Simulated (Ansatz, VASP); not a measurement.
## One calculation of K, two programs

INCAR

```
SYSTEM = K
PREC     = Accurate       ! precision mode
ENCUT    = 520            ! plane-wave cutoff, eV
EDIFF    = 1E-6           ! SCF threshold, eV
ISMEAR   = 0              ! smearing method
SIGMA    = 0.15           ! smearing width, eV
LREAL    = .False.        ! projectors in reciprocal space
LASPH    = .True.         ! aspherical terms in the spheres
NELM     = 60             ! most SCF steps
ALGO     = Fast           ! electronic algorithm
ISIF     = 2              ! what is computed and relaxed
LWAVE    = .False.        ! write WAVECAR
LCHARG   = .False.        ! write CHGCAR
GGA      = PE             ! functional
NBANDS   = 10             ! bands
```

KPOINTS

```
Automatic mesh
0
Gamma
  14 14 14
  0 0 0
```

File POSCAR:

```
K
1.0
   -2.6834500000      2.6834500000      2.6834500000
    2.6834500000     -2.6834500000      2.6834500000
    2.6834500000      2.6834500000     -2.6834500000
K
1
Direct
    0.0000000000      0.0000000000      0.0000000000
```

Input for Ansatz:

```yaml
crystal:
  lattice:
    - [-2.68345, 2.68345, 2.68345]
    - [2.68345, -2.68345, 2.68345]
    - [2.68345, 2.68345, -2.68345]
  atoms:
    - { symbol: K, position: [0.0, 0.0, 0.0] }
basis:
  ecutwfc: 420
kpoints:
  mp_grid: { grid: [14, 14, 14] }
hamiltonian:
  xc: pbe
scf:
  occupations: { method: gaussian, width: 0.15 }
output:
  forces: true
  stress: true
  eigenvalues: true
```

Change from the starting cell: strain +0.025 along x and y, +0.025 along z, atoms carried along.

Alike in both runs: task single point; functional PBE; k mesh 14 × 14 × 14; occupations gaussian, width 0.15 eV; no spin polarisation.

|  | VASP | Ansatz |
| --- | --- | --- |
| version | VASP 6.6.1 | Ansatz 0.2.0 |
| potentials or method | VASP PAW PBE potentials, release 64 (K_sv), cutoff 520 eV | scalar-relativistic, plane waves, PAW |
| valence electrons in the cell | 9 | 9 |

Ansatz gave:

- gap on the k mesh at the Fermi level (eV): none
- pressure (GPa): -0.2

Question: Estimate VASP's values.

Answer: gap on the k mesh at the Fermi level (eV): none; pressure (GPa): -0.1.

A gap of «none» marks a metal or a gap that the smearing closes. The functional is the same, so the differences come from potentials, cutoffs and numerics.
